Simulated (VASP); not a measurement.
# Bi (C2/m) in VASP: further runs, part 2 of 2

VASP 6.6.1.

### 4 Relaxation of cell and atoms, PBEsol

This run uses another cell than the first one, of 34.03 Å³/atom.

INCAR

```
PREC     = Accurate       # precision mode
ENCUT    = 600            # plane-wave cutoff, eV
EDIFF    = 1E-6           # SCF threshold, eV
ISMEAR   = -1             # smearing method
SIGMA    = 0.05           # smearing width, eV
LREAL    = F              # projectors in reciprocal space
LASPH    = T              # aspherical terms in the spheres
NELM     = 100            # most SCF steps
ALGO     = Fast           # electronic algorithm
ISIF     = 3              # what is computed and relaxed
LWAVE    = F              # write WAVECAR
LCHARG   = F              # write CHGCAR
GGA      = PS             # functional
IBRION   = 2              # ionic algorithm
NSW      = 60             # ionic steps
EDIFFG   = -0.01          # ionic threshold
```

KPOINTS

```
regular mesh
0
Gamma
  6 6 9
```

POSCAR

```
Bi
1.0
    3.4885980000     -3.1325780000      0.0000000000
    3.4885980000      3.1325780000      0.0000000000
   -1.2602350000      0.0000000000      3.1135500000
Bi
2
Direct
    0.7530610000      0.7530610000      0.8573820000
    0.2469390000      0.2469390000      0.1426180000
```

Potentials or basis: VASP PAW PBE potentials, release 64 (Bi_d).

On the command line:

```
> cat potpaw_PBE.64/Bi_d/POTCAR > POTCAR
> mpirun -np 1 vasp_std > vasp.out
```

OUTCAR:

```text
PREC = Accurate
   ENCUT = 600
   EDIFF = 1E-6
   ISMEAR = -1
   LREAL = F
   LASPH = T
   NELM = 100
   ISIF = 3
   GGA = PS
   IBRION = 2
   NSW = 60
   EDIFFG = -0.01

 ion  position               nearest neighbor table
   1  0.753  0.753  0.857-   2 3.21   2 3.28   2 3.28   2 3.45
   2  0.247  0.247  0.143-   1 3.21   1 3.28   1 3.28   1 3.45

  LATTYP: Found a base centered monoclinic cell.
 ALAT       =     6.9771960000
 B/A-ratio  =     0.8979475423
 C/A-ratio  =     0.4814149259
 COS(beta)  =    -0.3751898342

  Lattice vectors:

 A1 = (   3.4885980000,  -3.1325780000,   0.0000000000)
 A2 = (   3.4885980000,   3.1325780000,   0.0000000000)
 A3 = (  -1.2602350000,   0.0000000000,   3.1135500000)

Analysis of symmetry for initial positions (statically):
=====================================================================
 Subroutine PRICEL returns:
 Original cell was already a primitive cell.

 Routine SETGRP: Setting up the symmetry group for a
 base centered monoclinic supercell.

 Subroutine GETGRP returns: Found  4 space group operations
 (whereof  4 operations were pure point group operations)
 out of a pool of  4 trial point group operations.

The static configuration has the point symmetry C_2h.

Analysis of symmetry for dynamics (positions and initial velocities):
=====================================================================
 Subroutine PRICEL returns:
 Original cell was already a primitive cell.

 Routine SETGRP: Setting up the symmetry group for a
 base centered monoclinic supercell.

 Subroutine GETGRP returns: Found  4 space group operations
 (whereof  4 operations were pure point group operations)
 out of a pool of  4 trial point group operations.

The dynamic configuration has the point symmetry C_2h.

 Subroutine INISYM returns: Found  4 space group operations
 (whereof  4 operations are pure point group operations),
 and found     1 'primitive' translations

----------------------------------------------------------------------------------------

                                     Primitive cell

  volume of cell :      68.0517

  direct lattice vectors                    reciprocal lattice vectors
     3.488598000 -3.132578000  0.000000000     0.143324052 -0.159612945  0.058011590
     3.488598000  3.132578000  0.000000000     0.143324052  0.159612945  0.058011590
    -1.260235000  0.000000000  3.113550000     0.000000000  0.000000000  0.321176792

  length of vectors
     4.688641694  4.688641694  3.358926295     0.222223807  0.222223807  0.321176792

  position of ions in fractional coordinates (direct lattice)
     0.753061000  0.753061000  0.857382000
     0.246939000  0.246939000  0.142618000

  ion indices of the primitive-cell ions
   primitive index   ion index
                 1           1
                 2           2

----------------------------------------------------------------------------------------

 KPOINTS: regular mesh

Automatic generation of k-mesh.
 Grid dimensions read from file:
 generate k-points for:    6    6    9

 Generating k-lattice:

  Cartesian coordinates                     Fractional coordinates (reciprocal lattice)
     0.023887342 -0.026602157  0.009668598     0.166666667  0.000000000 -0.000000000
     0.023887342  0.026602157  0.009668598     0.000000000  0.166666667 -0.000000000
     0.000000000  0.000000000  0.035686310     0.000000000  0.000000000  0.111111111

  Length of vectors
     0.037037301  0.037037301  0.035686310

  Shift w.r.t. Gamma in fractional coordinates (k-lattice)
     0.000000000  0.000000000  0.000000000

 Subroutine IBZKPT returns following result:
 ===========================================

 Found     97 irreducible k-points:

 Following reciprocal coordinates:
            Coordinates               Weight
  0.000000  0.000000  0.000000      1.000000
  0.166667  0.000000  0.000000      4.000000
  0.333333  0.000000  0.000000      4.000000
  0.500000  0.000000  0.000000      2.000000
  0.166667  0.166667  0.000000      2.000000
  0.333333  0.166667  0.000000      4.000000
[... 16 lines left out ...]
 -0.333333  0.166667  0.111111      4.000000
 -0.166667  0.166667  0.111111      4.000000
 [... further k-points ...]
   k-points           NKPTS =     97   k-points in BZ     NKDIM =     97   number of bands    NBANDS=     19
   number of dos      NEDOS =    301   number of ions     NIONS =      2
   total plane-waves  NPLWV =  44800
   dimension x,y,z NGX =    40 NGY =   40 NGZ =   28
   dimension x,y,z NGXF=    80 NGYF=   80 NGZF=   56
   ions per type =               2
   NGX,Y,Z   is equivalent  to a cutoff of  14.18, 14.18, 13.86 a.u.
   NGXF,Y,Z  is equivalent  to a cutoff of  28.37, 28.37, 27.72 a.u.
 SYSTEM =  unknown system
   PREC   = accura    normal or accurate (medium, high low for compatibility)
   ISTART =      0    job   : 0-new  1-cont  2-samecut
   ICHARG =      2    charge: 1-file 2-atom 10-const
   ISPIN  =      1    spin polarized calculation?
   LNONCOLLINEAR =      F non collinear calculations
   LSORBIT =      F    spin-orbit coupling
   LASPH  =      T    aspherical Exc in radial PAW
   ENCUT  =  600.0 eV  44.10 Ry    6.64 a.u.   9.36  9.36  6.71*2*pi/ulx,y,z
   NELM   =    100;   NELMIN=  2; NELMDL= -5     # of ELM steps
   EDIFF  = 0.1E-05   stopping-criterion for ELM
   LREAL  =      F    real-space projection
   EDIFFG = -.1E-01   stopping-criterion for IOM
   NSW    =     60    number of steps for IOM
   IBRION =      2    ionic relax: 0-MD 1-quasi-New 2-CG
   NFREE  =      1    steps in history (QN), initial steepest desc. (CG)
   ISIF   =      3    stress and relaxation
   ISYM   =      2    0-nonsym 1-usesym 2-fastsym
   POTIM  = 0.5000    time-step for ionic-motion
   TEBEG  =    0.0;   TEEND  =   0.0 temperature during run
   PSTRESS=    0.0 pullay stress
   NELECT =      30.0000    total number of electrons
   NUPDOWN=      -1.0000    fix difference up-down
   EMIN   =  10.00;   EMAX   =-10.00  energy-range for DOS
   EFERMI =   0.00;   METHOD = LEGACY
   ISMEAR =    -1;   SIGMA  =   0.05  broadening in eV -4-tet -1-fermi 0-gaus
   EFERMI_NEDOS =   21; number of points for ismear=-14 and -15
   IALGO  =     68    algorithm
   IMIX   =      4    mixing-type and parameters
     AMIX     =   0.40;   BMIX     =  1.00
     AMIX_MAG =   1.60;   BMIX_MAG =  1.00
  volume/ion in A,a.u.               =      34.03       229.62
  Fermi-wavevector in a.u.,A,eV,Ry     =   1.245955  2.354514 21.121737  1.552404
  Thomas-Fermi vector in A             =   2.380154
   LORBIT       =      0    0 simple, 1 ext, 2 COOP (PROOUT), +10 PAW based schemes
   GGA     = PS    functional components
   LHFCALC =     F    Hartree Fock is set to
   AEXX    =    0.0000 exact exchange contribution
   IVDW    =     0    specifies the selected vdW correction
   LEPSILON=     F    determine dielectric tensor
   LRPA    =     F    only Hartree local field effects (RPA)
 conjugate gradient relaxation of ions
 non-spin polarized calculation
 RMM-DIIS sequential band-by-band and
  energy-cutoff  :      600.00
  volume of cell :       68.05
 maximum number of plane-waves:      2286
 NGX is ok and might be reduce to    40
   NGX = 19   NGY = 19   NGZ = 13

--------------------------------------- Ionic step        1  -------------------------------------------

 number of electron      30.0000000 magnetization

 Free energy of the ion-electron system (eV)
  ---------------------------------------------------
  ext. energy  EPLUGINS =         0.00000000
  ---------------------------------------------------
  free energy    TOTEN  =        -8.54099316 eV

  energy without entropy =       -8.53277908  energy(sigma->0) =       -8.53688612

 E-fermi :   6.5878     XC(G=0):  -9.9394

 val. band max:        6.5494434972   @ k =   0.0000   0.0000   0.3333
 cond. band min:       6.5976744373   @ k =   0.3333   0.3333   0.3333
 fundamental gap:      0.0482309401
 Fermi energy:         6.5878051548

 k-point     1 :       0.0000    0.0000    0.0000
  band No.  band energies     occupation
      1     -16.2911      2.00000
      2     -16.2604      2.00000
      3     -16.2164      2.00000
      4     -16.1931      2.00000
      5     -16.1096      2.00000
      6     -16.0852      2.00000
[... 620 lines left out ...]
  FREE ENERGIE OF THE ION-ELECTRON SYSTEM (eV)
  ---------------------------------------------------
  free  energy   TOTEN  =        -8.5697748080 eV

  energy  without entropy=       -8.5618768199  energy(sigma->0) =       -8.56582581

[... ionic steps 4 to 46 ...]

--------------------------------------- Ionic step       47  -------------------------------------------

 number of electron      29.9999998 magnetization

------------------------ aborting loop because EDIFF is reached ----------------------------------------
[... 67 lines left out ...]
--------------------------------------- Ionic step       49  -------------------------------------------

 number of electron      29.9999998 magnetization

 Free energy of the ion-electron system (eV)
  ---------------------------------------------------
  ext. energy  EPLUGINS =         0.00000000
  ---------------------------------------------------
  free energy    TOTEN  =        -8.57391774 eV

  energy without entropy =       -8.56773721  energy(sigma->0) =       -8.57082748

 E-fermi :   7.2286     XC(G=0): -10.1789

 val. band max:        7.1401448838   @ k =   0.1667   0.1667   0.0000
 cond. band min:       7.2431834602   @ k =  -0.1667   0.3333   0.1111
 fundamental gap:      0.1030385765
 Fermi energy:         7.2286427554

 k-point     1 :       0.0000    0.0000    0.0000
  band No.  band energies     occupation
      1     -15.7539      2.00000
      2     -15.6897      2.00000
      3     -15.6563      2.00000
      4     -15.6382      2.00000
      5     -15.5641      2.00000
      6     -15.5191      2.00000
[... 548 lines left out ...]
  FREE ENERGIE OF THE ION-ELECTRON SYSTEM (eV)
  ---------------------------------------------------
  free  energy   TOTEN  =        -8.5739177444 eV

  energy  without entropy=       -8.5677372060  energy(sigma->0) =       -8.57082748

 reached required accuracy - stopping structural energy minimisation
```

Wall time 54 min (1 thread of AMD EPYC 7R43 (Zen 3), shared host); peak memory 0.27 GiB.

Results:

```
Free energy                           : -8.5739 eV
Relaxed volume                        : 32.34 Å³/atom
Relaxed cell                          : a = 4.606 Å, b = 4.606 Å, c = 3.341 Å, α = 107.08°, β = 107.08°, γ = 82.14°
Space group after relaxing (to 0.1 Å) : C2/m (No. 12)
Energy gained by relaxing             : 16.5 meV/atom
Ionic steps                           : 49
Pressure after relaxing               : 0.0 GPa
Largest force after relaxing          : 0.008 eV/Å
Band gap on the k mesh                : zero (bands 15 and 16 overlap by 4.57 eV)
```

Forces on the atoms (eV/Å):
```
Bi   0.003  0.000 -0.007
Bi  -0.003  0.000  0.007
```

Step by step:
```csv
step,energy change (eV),largest force (eV/Å),pressure (GPa),volume (Å³)
1,0.0000,0.0571,-2.51,68.05
3,-0.0288,0.0298,0.25,64.72
5,-0.0287,0.0303,-0.10,64.82
7,-0.0296,0.0325,-0.09,64.86
9,-0.0298,0.0285,-0.05,64.71
11,-0.0298,0.0380,0.19,64.53
13,-0.0301,0.0240,0.18,64.52
15,-0.0304,0.0158,0.14,64.62
17,-0.0305,0.0266,-0.22,64.81
19,-0.0305,0.0224,-0.02,64.71
21,-0.0305,0.0189,-0.02,64.71
23,-0.0307,0.0275,0.06,64.63
25,-0.0307,0.0282,0.06,64.65
27,-0.0312,0.0287,0.00,64.72
29,-0.0321,0.0181,-0.27,65.01
31,-0.0321,0.0204,-0.21,64.97
33,-0.0325,0.0167,-0.15,64.89
35,-0.0326,0.0202,-0.09,64.80
37,-0.0326,0.0218,-0.09,64.79
39,-0.0327,0.0189,-0.08,64.76
41,-0.0328,0.0136,0.10,64.54
43,-0.0329,0.0153,0.04,64.61
45,-0.0329,0.0111,0.04,64.67
47,-0.0329,0.0108,-0.05,64.69
49,-0.0329,0.0081,-0.02,64.68
```

Final structure:
```
Bi
1.0
     3.47279   -3.02621   -0.02604
     3.47279    3.02621   -0.02604
    -1.27823    0.00000    3.08676
Bi
2
Direct
  0.75338 0.75338 0.83903
  0.24662 0.24662 0.16097
```

Caveat: the PAW data sets were made with another functional, which shifts forces and pressure a little; spin-orbit coupling is left out, which moves the levels of the heavy elements.

### 5 The runs side by side

```tsv
task	cell	cutoff (eV)	gap on the mesh (eV)	pressure (GPa)
single point	a = 4.298, b = 4.298, c = 3.205 Å, angles 103.2, 103.2, 84.0°, 2 atoms, atomic positions A	520	none	9.9
single point	a = 4.440, b = 4.440, c = 3.258 Å, angles 105.3, 105.3, 83.1°, 2 atoms, atomic positions B	520	none	4.9
relaxation of cell and atoms	relaxed from a = 4.689, b = 4.689, c = 3.359 Å, angles 106.2, 106.2, 83.8°, 2 atoms, atomic positions C	600	none	0.0
```

Alike in all rows: level PBEsol; potentials or basis VASP PAW PBE potentials, release 64 (Bi_d); no spin polarisation; k mesh 6 × 6 × 9; smearing fermi-dirac 0.05 eV.

Caveats: the PAW data sets were made with another functional, which shifts forces and pressure a little; spin-orbit coupling is left out, which moves the levels of the heavy elements; the cell stands under pressure (at least some runs).

Total energies depend on the potentials used, so only differences within one code and one set of settings carry meaning.

The gap in the log of VASP goes by the Fermi energy; the results here count the filled bands.